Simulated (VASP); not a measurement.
Here is a VASP 6.6.1 calculation.

File INCAR:

```
SYSTEM = Re
PREC = Accurate
ENCUT = 520
EDIFF = 1E-6
ISMEAR = -1
SIGMA = 0.05
LREAL = .FALSE.
LASPH = .TRUE.
NELM = 80
ALGO = Normal
ISIF = 2
LWAVE = .FALSE.
LCHARG = .FALSE.
LDIPOL = .TRUE.
IDIPOL = 3
DIPOL = 0.5 0.5 0.500
GGA = PE
IBRION = 2
NSW = 60
EDIFFG = -0.01
```

The input KPOINTS:

```
Automatic mesh
0
G
  14 14 1
  0 0 0
```

File POSCAR:

```
Re
1.0
    2.7751003076      0.0000000000      0.0000000000
   -1.3875501538      2.4033073644      0.0000000000
    0.0000000000      0.0000000000     19.7256000000
Re
4
Direct
    0.8333333330      0.1666666670      0.3295221698
    0.1666666670      0.8333333330      0.4431740568
    0.8333333330      0.1666666670      0.5568259432
    0.1666666670      0.8333333330      0.6704778302
```

Potentials or basis: VASP PAW PBE potentials, release 64 (Re).

The run is started by

```bash
$ cat potpaw_PBE.64/Re/POTCAR > POTCAR
$ mpirun -np 1 vasp_std > vasp.out
```

Q: Predict the band gap on the k mesh.

A: Zero (bands 14 and 15 overlap by 2.97 eV).

Q: Estimate the energy gained by relaxing.

A: 62.3 meV/atom.

Final structure:
```
Re
1.0
     2.77510    0.00000    0.00000
    -1.38755    2.40331    0.00000
     0.00000    0.00000   19.72560
Re
4
Direct
  0.83333 0.16667 0.33453
  0.16667 0.83333 0.44061
  0.83333 0.16667 0.55939
  0.16667 0.83333 0.66547
```

Caveat: spin-orbit coupling is left out, which moves the levels of the heavy elements.
